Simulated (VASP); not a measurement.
**HfC: electric field gradients with LDA**

HfC:

```xyz
2
Lattice="0.0000 2.3250 2.3483 2.3250 0.0000 2.3483 2.3250 2.3250 0.0000" Properties=species:S:1:pos:R:3 pbc="T T T"
Hf    2.3250    2.3250    2.3483
C     0.0000    0.0000    0.0000
```

This cell differs from its parent crystal: zz strain of +1 %.

```json
{
  "Program": "VASP 6.6.1",
  "Task": "electric field gradients",
  "Functional": "LDA",
  "Potentials or basis": "VASP PAW LDA potentials, release 64 (Hf_pv, C)",
  "Cutoff": "520 eV",
  "k mesh": "12 × 12 × 12",
  "Occupations": "fermi-dirac, width 0.05 eV",
  "Spin": "no spin polarisation",
  "Dipole correction": "no",
  "Further INCAR settings": "ALGO = Normal; EDIFF = 1e-08; NBANDS = 14"
}
```

```
Pressure               : -13.6 GPa
Band gap on the k mesh : zero (band 7 reaches 6.81 eV, above the bottom of band 8 at 5.35 eV)
```

Stress tensor (GPa, compression positive):
```
-12.44   0.00   0.00
  0.00 -12.44   0.00
  0.00   0.00 -16.03
```

Levels at points of the mesh, in eV from the Fermi level:
```csv
k point,band 5,band 6,band 7,band 8,band 9,band 10
"(0.00, 0.00, 0.00)",0.97,1.02,1.02,1.21,1.31,1.31
"(0.50, 0.00, 0.00)",-6.10,-2.98,-2.96,5.09,5.17,5.62
"(0.50, 0.50, 0.00)",-2.59,-1.80,-0.04,-0.04,5.16,6.52
"(0.50, 0.00, 0.50)",-2.49,-1.82,-0.11,-0.08,5.16,6.46
```

Electric field gradients, principal values (V/Å²):
```tsv
atom	least	middle	greatest (by size)
1 Hf	-16.279	-16.281	32.560
2 C	-0.762	-0.763	1.525
```

It took 51 s on 1 thread of AMD EPYC 7R13 Processor (Zen 3) (shared host), peak memory 0.15 GiB.

Caveat: the cell differs from its parent crystal (zz strain of +1 %); without QUAD_EFG the Cq values of the log hold for a quadrupole moment of 1 mb, not for the nuclei; spin-orbit coupling is left out, which moves the levels of the heavy elements.
